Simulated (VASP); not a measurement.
Set up this calculation in VASP 6.6.1, as the native input.

```
Task                   : single point
Functional             : PBE
Potentials or basis    : VASP PAW PBE potentials, release 64 (Li_sv, Ta_pv, O)
Cutoff                 : 520 eV
k mesh                 : 4 × 4 × 6
Occupations            : gaussian, width 0.1 eV
Spin                   : collinear spin, ferromagnetic start
Starting moments       : [0.0, 0.0, 1.0, 0.0, 0.0] μB
Dipole correction      : no
Further INCAR settings : ALGO = Normal; EDIFF = 1e-06; NBANDS = 26
```

The structure of Li2TaO2 lies in POSCAR:

```
Li2TaO2
1.0
    4.2168898000      0.0000000000      0.0000000000
    0.0000000000      4.2168898000      0.0000000000
    0.0000000000      0.0000000000      3.3327275600
Li Ta O
2 1 2
Direct
    0.5000000000      0.0000000000      0.0000000000
    0.0000000000      0.5000000000      0.0000000000
    0.5000000000      0.5000000000      0.5000000000
    0.5000000000      0.0000000000      0.5000000000
    0.0000000000      0.5000000000      0.5000000000
```

The input as run:

INCAR

```
PREC = Accurate
ENCUT = 520
EDIFF = 1E-6
ISMEAR = 0
SIGMA = 0.1
LREAL = False
LASPH = True
NELM = 150
ALGO = Normal
ISIF = 2
LWAVE = False
LCHARG = False
ISPIN = 2
MAGMOM = 0 0 1 0 0
LORBIT = 11
LMAXMIX = 4
GGA = PE
NBANDS = 26
```

KPOINTS

```
Automatic mesh
0
Gamma
  4 4 6
```

Potentials or basis: VASP PAW PBE potentials, release 64 (Li_sv, Ta_pv, O).

The run is started by

```sh
$ cat potpaw_PBE.64/Li_sv/POTCAR potpaw_PBE.64/Ta_pv/POTCAR potpaw_PBE.64/O/POTCAR > POTCAR
$ mpirun -np 1 vasp_std > vasp.out
```

It gave:

```
Net moment                                            : 0.00 μB per cell
Valence electrons inside the program's atomic spheres : Li 2.21; Ta 8.71; O 5.08
```

Caveat: the k points lie up to 0.37 Å⁻¹ apart.

Wall time 2.2 min on 1 thread of AMD EPYC 7R13, with other jobs on the host, peak memory 0.2 GiB.
